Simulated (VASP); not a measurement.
A run of VASP 6.6.1 is set up as follows.

INCAR

```
ALGO     = Normal         # electronic algorithm
EDIFF    = 1E-7           # SCF threshold, eV
ENCUT    = 520            # plane-wave cutoff, eV
GGA      = PS             # functional
ISIF     = 2              # what is computed and relaxed
ISMEAR   = 0              # smearing method
LASPH    = T              # aspherical terms in the spheres
LCHARG   = T              # write CHGCAR
LELF     = T              # ELF
LREAL    = Auto         
LVHAR    = T            
LWAVE    = F              # write WAVECAR
NBANDS   = 55             # bands
NELM     = 80             # most SCF steps
PREC     = Accurate       # precision mode
SIGMA    = 0.05           # smearing width, eV
```

KPOINTS

```
k-points
0
Gamma
  2 2 1
```

File POSCAR:

```
Si16H5Cl
1.0
    7.6791800000      0.0000000000      0.0000000000
    3.8395900000      6.6503650000      0.0000000000
    0.0000000000      0.0000000000     17.4187650000
H Si Cl
5 16 1
Direct
    0.1666666792      0.1666666416      0.0574093514
    0.6666666792      0.1666666416      0.0574093514
    0.1666666416      0.6666667168      0.0574093514
    0.6666666416      0.6666667168      0.0574093514
    0.4026735620      0.0892322451      0.4457702943
    0.1666666792      0.1666666416      0.1435233784
    0.6666666792      0.1666666416      0.1435233784
    0.1666666416      0.6666667168      0.1435233784
    0.6666666416      0.6666667168      0.1435233784
   -0.1672373999      0.3335207917      0.1871443240
    0.3338215908      0.3342018070      0.1811434393
   -0.1650951649      0.8273566940      0.1936064928
    0.3326652905      0.8334692908      0.1877188767
   -0.1653191883      0.3292074946      0.3225774043
    0.3258538536      0.3591512646      0.3129204625
   -0.1869360391      0.8792231705      0.3343405804
    0.3038612116      0.8585606955      0.3218782732
   -0.0036594990      0.0174471627      0.3917284607
    0.4627837841      0.0344620183      0.3632926904
   -0.0218095700      0.5329716489      0.3305901997
    0.4950913763      0.5205079721      0.3603966757
    0.4877616514      0.4959929267      0.4796524323
```

Potentials or basis: VASP PAW PBE potentials, release 64 (H, Si, Cl).

Launch:

```console
$ cat potpaw_PBE.64/H/POTCAR potpaw_PBE.64/Si/POTCAR potpaw_PBE.64/Cl/POTCAR > POTCAR
$ mpirun -np 1 vasp_std > vasp.out
```

(1) What does it give for the largest force?

(2) What does it give for the band gap on the k mesh?

Results:

(1) 0.436 eV/Å.

(2) 0.41 eV, direct.

Caveat: the k points lie up to 0.47 Å⁻¹ apart; the PAW data sets were made with another functional, which shifts forces and pressure a little.
